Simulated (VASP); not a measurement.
Nb:

```
Nb
1.0
     0.00000    2.11500    2.11500
     2.11500    0.00000    2.11500
     2.11500    2.11500    0.00000
Nb
1
Direct
  0.00000 0.00000 0.00000
```

```yaml
Program: VASP 6.6.1
Task: relaxation of cell and atoms
Functional: BLYP
Dispersion: D3(BJ)
Potentials_or_basis: VASP PAW PBE potentials, release 64 (Nb_sv)
Cutoff: 600 eV
k_mesh: 11 × 11 × 11
Occupations: fermi-dirac, width 0.05 eV
Spin: no spin polarisation
```

At the start: pressure -10.8 GPa; volume 18.92 Å³/atom.

**Question.** Where does the relaxation end?

**Answer.** Over 6 steps the energy falls by 44.8 meV/atom and the volume is 17.67 Å³/atom (-6.6 %); space group Fm-3m (No. 225, to 0.05 Å).

The path:
```tsv
step	energy change (eV)	largest force (eV/Å)	pressure (GPa)	volume (Å³)
1	0.0000	0.0000	-10.80	18.92
2	0.1105	0.0000	27.18	15.64
3	-0.0448	0.0000	-0.39	17.70
4	-0.0448	0.0000	-0.12	17.67
5	-0.0448	0.0000	0.11	17.65
6	-0.0448	0.0000	-0.08	17.67
```

Final structure:
```xyz
1
Lattice="0.0000 2.0674 2.0674 2.0674 0.0000 2.0674 2.0674 2.0674 0.0000" Properties=species:S:1:pos:R:3 pbc="T T T"
Nb    0.0000    2.0674    2.0674
```

Caveat: the PAW data sets were made with another functional, which shifts forces and pressure a little; pairwise dispersion overbinds metals, which lowers pressure and volume.
